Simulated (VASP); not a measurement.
## BaHfO3: single point with PBE

Crystal: BaHfO3.

```
CELL_PARAMETERS angstrom
4.16957 0.00000 0.00000
0.00000 4.16957 0.00000
0.00000 0.00000 4.17038
ATOMIC_POSITIONS crystal
Ba 0.48018 0.51316 0.01475
Hf 0.97999 0.01345 0.51500
O 0.98029 0.51363 0.51537
O 0.47993 0.01388 0.51493
O 0.97941 0.01376 0.01499
```

- Program: VASP 6.6.1
- Task: single point
- Functional: PBE
- Potentials or basis: VASP PAW PBE potentials, release 64 (Ba_sv, Hf_pv, O)
- Cutoff: 520 eV
- k mesh: 4 × 4 × 4
- Occupations: gaussian, width 0.01 eV
- Spin: no spin polarisation

* Pressure: 3.8 GPa
* Largest force: 0.008 eV/Å
* Band gap on the k mesh: 3.58 eV (least direct gap 3.79 eV)

Forces on the atoms (eV/Å):
```
Ba  -0.003  0.005  0.004
Hf   0.001  0.001 -0.004
O   -0.004 -0.001 -0.005
O    0.000 -0.004  0.000
O    0.006 -0.002  0.004
```

Levels at points of the mesh, in eV from the valence-band top:
| k point | band 15 | band 16 | band 17 | band 18 | band 19 | band 20 | band 21 | band 22 | band 23 | band 24 |
| --- | --- | --- | --- | --- | --- | --- | --- | --- | --- | --- |
| (0.00, 0.00, 0.00) | -0.98 | -0.98 | -0.21 | -0.21 | -0.21 | 3.58 | 3.58 | 3.58 | 4.70 | 4.70 |
| (0.50, 0.00, 0.00) | -1.73 | -1.73 | -1.69 | -0.52 | -0.52 | 4.15 | 6.37 | 6.37 | 6.51 | 6.78 |
| (0.00, 0.50, 0.00) | -1.73 | -1.73 | -1.69 | -0.52 | -0.52 | 4.15 | 6.37 | 6.37 | 6.51 | 6.78 |
| (0.50, 0.50, 0.00) | -2.43 | -1.01 | -0.92 | -0.92 | -0.08 | 6.27 | 6.27 | 6.61 | 6.93 | 8.11 |
| (0.00, 0.00, 0.50) | -1.73 | -1.72 | -1.69 | -0.52 | -0.52 | 4.15 | 6.37 | 6.37 | 6.51 | 6.78 |
| (0.50, 0.00, 0.50) | -2.43 | -1.01 | -0.93 | -0.93 | -0.08 | 6.26 | 6.27 | 6.61 | 6.93 | 8.11 |
| (0.00, 0.50, 0.50) | -2.43 | -1.01 | -0.93 | -0.93 | -0.08 | 6.26 | 6.27 | 6.61 | 6.93 | 8.11 |
| (0.50, 0.50, 0.50) | -2.52 | -2.52 | 0.00 | 0.00 | 0.00 | 6.04 | 6.04 | 6.04 | 7.85 | 7.85 |

Wall time 65 s on 1 thread of Intel(R) Xeon(R) Platinum 8488C (Sapphire Rapids), on a shared host, peak memory 0.22 GiB.

Caveat: the cell stands under pressure; spin-orbit coupling is left out, which moves the levels of the heavy elements. A k mesh can miss the band edges.
